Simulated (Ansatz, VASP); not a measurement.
# SnO in VASP and in Ansatz

INCAR

```
PREC = Accurate
ENCUT = 520
EDIFF = 1E-6
ISMEAR = 0
SIGMA = 0.05
LREAL = F
LASPH = T
NELM = 60
ALGO = Normal
ISIF = 2
LWAVE = F
LCHARG = F
GGA = PE
NBANDS = 28
```

KPOINTS

```
Automatic mesh
0
Gamma
  12 8 10
```

POSCAR

```
SnO
1.0
    3.3550050000      0.0000000000      0.0000000000
    0.0000000000      5.6741040000      0.0000000000
    0.0000000000      0.0000000000      4.2219700000
Sn O
2 2
Direct
    0.0000000000      0.2319090000      0.5131440000
    0.5000000000      0.7680910000      0.0131440000
    0.0000000000      0.8912500000      0.7368570000
    0.5000000000      0.1087500000      0.2368570000
```

Input for Ansatz:

```yaml
crystal:
  lattice:
    - [3.355005, 0.0, 0.0]
    - [0.0, 5.674104, 0.0]
    - [0.0, 0.0, 4.22197]
  atoms:
    - { symbol: Sn, position: [0.0, 0.231909, 0.513144] }
    - { symbol: Sn, position: [0.5, 0.768091, 0.013144] }
    - { symbol: O, position: [0.0, 0.89125, 0.736857] }
    - { symbol: O, position: [0.5, 0.10875, 0.236857] }
basis:
  ecutwfc: 420
kpoints:
  mp_grid: { grid: [12, 8, 10] }
hamiltonian:
  xc: pbe
scf:
  occupations: { method: gaussian, width: 0.05 }
output:
  forces: true
  eigenvalues: true
  eigenstates:
    nscf_kmesh: { grid: [24, 14, 18] }
    top_band: c6
    de_dk: true
    localisation: true
  stress: true
checkpoint:
  write: ck
  compress: false
  write_wavefunctions: false
  write_every: 100000
```

Alike in both runs: task single point; functional PBE; k mesh 12 × 8 × 10; occupations gaussian, width 0.05 eV; no spin polarisation.

```csv
,VASP,Ansatz
version,VASP 6.6.1,Ansatz 0.2.0
potentials or method,"VASP PAW PBE potentials, release 64 (Sn_d, O), cutoff 520 eV","scalar-relativistic, plane waves, PAW"
valence electrons in the cell,40,40
```

```tsv
	VASP	Ansatz	Ansatz less VASP
gap on the k mesh at the Fermi level (eV)	1.37	1.38	+0.012
pressure (GPa)	0.5	0.3	-0.20
traceless stress, the component that is largest in VASP (GPa)	0.15	0.12	-0.029
rms of the force components (eV/Å)	0.030	0.054	+0.0244
```

Atom by atom the forces differ by 0.034 eV/Å (rms over components). With one functional, cell and mesh, what is left measures potentials, basis and numerics.
